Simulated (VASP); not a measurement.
InP: single point with PBE

The system is InP.

```
In P
1.0
     5.86100    0.00000    5.86100
     5.86100    5.86100    0.00000
     0.00000    5.86100    5.86100
In P
8 8
Direct
  0.00000 0.00000 0.00000
  0.00000 0.50000 0.00000
  0.50000 0.00000 0.00000
  0.50000 0.50000 0.00000
  0.00000 0.00000 0.50000
  0.00000 0.50000 0.50000
  0.50000 0.00000 0.50000
  0.50000 0.50000 0.50000
  0.37500 0.37500 0.37500
  0.37500 0.87500 0.37500
  0.87500 0.37500 0.37500
  0.87500 0.87500 0.37500
  0.37500 0.37500 0.87500
  0.37500 0.87500 0.87500
  0.87500 0.37500 0.87500
  0.87500 0.87500 0.87500
```

```
Program             : VASP 6.6.1
Task                : single point
Functional          : PBE
Potentials or basis : VASP PAW PBE potentials, release 64 (In_d, P)
Cutoff              : 520 eV
k mesh              : 2 × 2 × 2, shifted
Occupations         : gaussian, width 0.1 eV
Spin                : no spin polarisation
```

```
Pressure               : 3.3 GPa
Band gap on the k mesh : 1.78 eV
```

Levels at points of the mesh, in eV from the valence-band top:
```tsv
k point	band 69	band 70	band 71	band 72	band 73	band 74	band 75	band 76
(0.25, 0.25, 0.25)	-0.67	-0.67	0.00	0.00	1.78	1.84	2.28	2.28
```

Run time: 17 min on 1 thread of Intel(R) Xeon(R) Platinum 8488C (Sapphire Rapids) (shared host), peak memory 0.74 GiB.

Caveat: the cell stands under pressure; spin-orbit coupling is left out, which moves the levels of the heavy elements; a shifted mesh leaves out Γ, where band edges can lie. A k mesh can miss the band edges.
